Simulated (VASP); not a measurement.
Wanted: the native input for a VASP 6.6.1 run.

| Quantity | Value |
| --- | --- |
| Task | single point |
| Functional | PBE |
| Potentials or basis | VASP PAW PBE potentials, release 64 (Pt, Si, Ag) |
| Cutoff | 520 eV |
| k mesh | 5 × 5 × 5 |
| Occupations | fermi-dirac, width 0.141 eV |
| Spin | no spin polarisation |
| Dipole correction | no |
| Further INCAR settings | ALGO = Normal; EDIFF = 1e-06; NBANDS = 28 |

The structure of Si2Ag2Pt lies in POSCAR:

```
Si2Ag2Pt
1.0
    0.0000000000      3.9688150000      0.0000000000
    3.9688150000      0.0000000000      0.0000000000
    1.9844080000      1.9844080000     -5.1521180000
Pt Si Ag
1 2 2
Direct
    0.0000000000      0.0000000000      0.0000000000
    0.3963000000      0.3963000000      0.2074000000
    0.6037000000      0.6037000000      0.7926000000
    0.7500000000      0.2500000000      0.5000000000
    0.2500000000      0.7500000000      0.5000000000
```

These files were run (other wordings do the same):

INCAR

```
  PREC = Accurate
  ENCUT = 520
  EDIFF = 1E-6
  ISMEAR = -1
  SIGMA = 0.141
  LREAL = False
  LASPH = True
  NELM = 60
  ALGO = Normal
  ISIF = 2
  LWAVE = False
  LCHARG = True
  GGA = PE
  LELF = True
  LVHAR = True
  NBANDS = 28
```

KPOINTS

```
regular mesh
0
Gamma
  5 5 5
```

Potentials or basis: VASP PAW PBE potentials, release 64 (Pt, Si, Ag).

Launch:

```bash
$ cat potpaw_PBE.64/Pt/POTCAR potpaw_PBE.64/Si/POTCAR potpaw_PBE.64/Ag/POTCAR > POTCAR
$ mpirun -np 1 vasp_std > vasp.out
```

It gave:

The pressure is 8.0 GPa. The largest force is 0.606 eV/Å and the band gap on the k mesh is zero (band 20 reaches 9.59 eV, above the bottom of band 21 at 8.89 eV).

Caveat: spin-orbit coupling is left out, which moves the levels of the heavy elements.

Run time: 83 s on 1 thread of AMD EPYC 7R13 (shared host), peak memory 0.19 GiB.
